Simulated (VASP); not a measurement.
SrTiO3: single point with PBE

SrTiO3:

```
Sr Ti O
1.0
     3.90500    0.00000    0.00000
     0.00000    3.90500    0.00000
     0.00000    0.00000    3.90500
Sr Ti O
1 1 3
Cartesian
  0.0000 0.0000 0.0000
  1.9525 1.9525 1.9525
  0.0000 1.9525 1.9525
  1.9525 1.9525 0.0000
  1.9525 0.0000 1.9525
```

```json
{
  "Program": "VASP 6.6.1",
  "Task": "single point",
  "Functional": "PBE",
  "Potentials or basis": "VASP PAW PBE potentials, release 64 (Sr_sv, Ti_sv, O)",
  "Cutoff": "520 eV",
  "k mesh": "6 × 6 × 6",
  "Occupations": "gaussian, width 0.05 eV",
  "Spin": "no spin polarisation",
  "Dipole correction": "no",
  "Further INCAR settings": "ALGO = Normal; EDIFF = 1e-06; NBANDS = 28"
}
```

The pressure is 5.0 GPa. The band gap on the k mesh is 1.85 eV, indirect (least direct gap 2.21 eV).

Levels at points of the mesh, in eV from the valence-band top:
```
           k point  band 18  band 19  band 20  band 21  band 22  band 23
(0.00, 0.00, 0.00)    -0.36    -0.36    -0.36     1.85     1.85     1.85
(0.50, 0.00, 0.00)    -1.99    -0.73    -0.73     2.02     3.78     3.78
(0.50, 0.50, 0.00)    -1.57    -1.57    -0.09     3.79     3.79     4.24
(0.50, 0.50, 0.50)     0.00     0.00     0.00     4.46     4.46     4.46
```

It took 17 s on 1 thread of Intel(R) Xeon(R) 6975P-C (Granite Rapids), with other jobs on the host, peak memory 0.18 GiB.

A k mesh can miss the band edges.
